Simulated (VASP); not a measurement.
Wanted: the native input for a VASP 6.6.1 run.

```yaml
Task: single point
Functional: PBE
Potentials_or_basis: VASP PAW PBE potentials, release 64 (Cs_sv, Re)
Cutoff: 520 eV
k_mesh: 8 × 8 × 5
Occupations: fermi-dirac, width 0.05 eV
Spin: no spin polarisation
Dipole_correction: no
Further_INCAR_settings: ALGO = Fast; EDIFF = 1e-06; NBANDS = 15
```

The structure of CsRe lies in POSCAR:

```
CsRe
1.0
    3.6140398991      0.0000000000      0.0000000000
   -1.8070199447      3.1298503614      0.0000000000
    0.0000000000      0.0000000000      5.5164830605
Cs Re
1 1
Direct
    0.0000000000      0.0000000000      0.5000000000
    0.0000000000      0.0000000000      0.0000000000
```

One way to write it, as run:

INCAR

```
  PREC = Accurate
  ENCUT = 520
  EDIFF = 1E-6
  ISMEAR = -1
  SIGMA = 0.05
  LREAL = F
  LASPH = T
  NELM = 80
  ALGO = Fast
  ISIF = 2
  LWAVE = F
  LCHARG = T
  GGA = PE
  LELF = T
  LVHAR = T
  NBANDS = 15
```

KPOINTS

```
Automatic mesh
0
Gamma
  8 8 5
```

Potentials or basis: VASP PAW PBE potentials, release 64 (Cs_sv, Re).

The run is started by

```bash
$ cat potpaw_PBE.64/Cs_sv/POTCAR potpaw_PBE.64/Re/POTCAR > POTCAR
$ mpirun -np 1 vasp_std > vasp.out
```

It gave:

- Pressure: -5.7 GPa
- Band gap on the k mesh: zero (bands 8 and 9 overlap by 1.17 eV)

Caveat: the stress differs along the axes, from -13 to 9 GPa; spin-orbit coupling is left out, which moves the levels of the heavy elements.

It took 57 s on 1 thread of Intel Xeon 8259CL, on a shared host, peak memory 0.19 GiB.
